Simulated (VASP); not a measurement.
Runs of VASP 6.6.1 on AgBr. The structure is that of space group Fm-3m (No. 225), or close to it. The cells are those of the table. 

| task | level | potentials or basis | spin | cell | k mesh | cutoff (eV) | smearing | grid for exact exchange (PRECFOCK) | screening parameter | gap on the mesh (eV) | pressure (GPa) | relaxed volume (Å³/atom) |
| --- | --- | --- | --- | --- | --- | --- | --- | --- | --- | --- | --- | --- |
| single point | r2SCAN | VASP PAW PBE potentials, release 64 (Ag, Br) | off | a = 4.091 Å, angles 60.0°, 2 atoms | 8 × 8 × 8 | 550 | fermi-dirac 0.02 eV | - | - | 1.25 | -0.1 | - |
| single point | r2SCAN | VASP PAW PBE potentials, release 64 (Ag, Br) | off | a = 4.091 Å, angles 60.0°, 2 atoms | 8 × 8 × 8 | 550 | gaussian 0.01 eV | - | - | 1.25 | -0.1 | - |
| single point | HSE06 | VASP PAW PBE potentials, release 64 (Ag, Br) | off | a = 4.091 Å, angles 60.0°, 2 atoms | 6 × 6 × 6 | 400 | gaussian 0.01 eV | Normal | 0.2079 1/Å | 2.01 | 0.6 | - |
| single point | PBE | VASP PAW PBE potentials, release 64 (Ag, Br) | non-collinear, zero start, SOC | a = 4.091 Å, angles 60.0°, 2 atoms | 8 × 8 × 8 | 500 | fermi-dirac 0.02 eV | - | - | - | 1.2 | - |
| relaxation of cell and atoms | LDA | VASP PAW LDA potentials, release 64 (Ag, Br) | off | relaxed from a = 4.132 Å, angles 60.0°, 2 atoms | 8 × 8 × 8 | 500 | fermi-dirac 0.02 eV | - | - | 0.42 | 0.0 | (a) |
| single point | PBE | VASP PAW PBE potentials, release 64 (Ag, Br) | off | a = 4.091 Å, angles 60.0°, 2 atoms | 8 × 8 × 8 | 500 | fermi-dirac 0.02 eV | - | - | 0.68 | 1.2 | - |
| relaxation of cell and atoms | PBEsol | VASP PAW PBE potentials, release 64 (Ag, Br) | off | relaxed from a = 4.132 Å, angles 60.0°, 2 atoms | 8 × 8 × 8 | 500 | fermi-dirac 0.02 eV | - | - | 0.50 | 0.0 | (b) |
| relaxation of cell and atoms | r2SCAN | VASP PAW PBE potentials, release 64 (Ag, Br) | off | relaxed from a = 4.132 Å, angles 60.0°, 2 atoms | 8 × 8 × 8 | 550 | fermi-dirac 0.02 eV | - | - | 1.25 | 0.0 | 24.17 |
| single point | LDA | VASP PAW LDA potentials, release 64 (Ag, Br) | off | a = 3.949 Å, angles 60.0°, 2 atoms | 8 × 8 × 8 | 500 | fermi-dirac 0.02 eV | - | - | 0.42 | 0.1 | - |
| single point | PBEsol | VASP PAW PBE potentials, release 64 (Ag, Br) | off | a = 4.012 Å, angles 60.0°, 2 atoms | 8 × 8 × 8 | 500 | fermi-dirac 0.02 eV | - | - | 0.50 | 0.0 | - |

Question: Estimate the missing entries.

Answer: (a) 21.79; (b) 22.82.

Caveats: the PAW data sets were made with another functional, which shifts forces and pressure a little (some runs); the volume moved by -13 % from the deposited cell, more than functionals usually miss (some runs).

A k mesh can miss the band edges, and rows without SOC leave out spin-orbit coupling on Ag, Br.
